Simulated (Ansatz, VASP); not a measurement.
# One calculation of WSe2, two programs

File INCAR:

```
SYSTEM = WSe2
  ALGO = Normal
  EDIFF = 1E-7
  ENCUT = 520
  GGA = PE
  ISIF = 2
  ISMEAR = 0
  IVDW = 12
  LASPH = .TRUE.
  LCHARG = .FALSE.
  LREAL = .FALSE.
  LWAVE = .FALSE.
  NBANDS = 35
  NELM = 80
  PREC = Accurate
  SIGMA = 0.05
```

Contents of KPOINTS:

```
k-points
0
G
  12 12 2
  0 0 0
```

Contents of POSCAR:

```
WSe2
1.0
    3.3773983872      0.0000000000      0.0000000000
   -1.6886991936      2.9249128020      0.0000000000
    0.0000000000      0.0000000000     12.7886113462
W Se
2 4
Direct
    0.3333333333      0.6666666667      0.2500000000
    0.6666666667      0.3333333333      0.7500000000
    0.3333333333      0.6666666667      0.6182912225
    0.6666666667      0.3333333333      0.1182912225
    0.3333333333      0.6666666667      0.8817087775
    0.6666666667      0.3333333333      0.3817087775
```

Input for Ansatz:

```yaml
crystal:
  lattice:
    - [3.3773983872, 0.0, 0.0]
    - [-1.6886991936, 2.924912802, 0.0]
    - [0.0, 0.0, 12.7886113462]
  atoms:
    - { symbol: W, position: [0.3333333333, 0.6666666667, 0.25] }
    - { symbol: W, position: [0.6666666667, 0.3333333333, 0.75] }
    - { symbol: Se, position: [0.3333333333, 0.6666666667, 0.6182912225] }
    - { symbol: Se, position: [0.6666666667, 0.3333333333, 0.1182912225] }
    - { symbol: Se, position: [0.3333333333, 0.6666666667, 0.8817087775] }
    - { symbol: Se, position: [0.6666666667, 0.3333333333, 0.3817087775] }
basis:
  ecutwfc: 420
kpoints:
  mp_grid: { grid: [12, 12, 2] }
hamiltonian:
  xc: pbe
  dispersion: d3bj
scf:
  occupations: { method: gaussian, width: 0.05 }
output:
  forces: true
  stress: true
  eigenvalues: true
```

Change from the starting cell: strain +0.030 along x and y, +0.000 along z, atoms carried along.

Alike in both runs: task single point; functional PBE; dispersion D3(BJ); k mesh 12 × 12 × 2; occupations gaussian, width 0.05 eV; no spin polarisation.

|  | VASP | Ansatz |
| --- | --- | --- |
| version | VASP 6.6.1 | Ansatz 0.2.0 |
| potentials or method | VASP PAW PBE potentials, release 64 (W_sv, Se), cutoff 520 eV | scalar-relativistic, plane waves, PAW |
| valence electrons in the cell | 52 | 92 |

```csv
,VASP,Ansatz,Ansatz less VASP
gap on the k mesh at the Fermi level (eV),0.88,0.88,+0.004
least direct gap on the mesh (eV),1.29,1.29,+0.003
pressure (GPa),-6.7,-7.0,-0.24
"traceless stress, the component that is largest in VASP (GPa)",2.00,1.93,-0.064
rms of the force components (eV/Å),0.253,0.271,+0.0180
```

Atom by atom the forces differ by 0.018 eV/Å (rms over components). VASP's potentials hold 52 valence electrons a cell and Ansatz's 92, so a difference there can come from the potentials and not from the codes.

Spin-orbit coupling is off throughout.
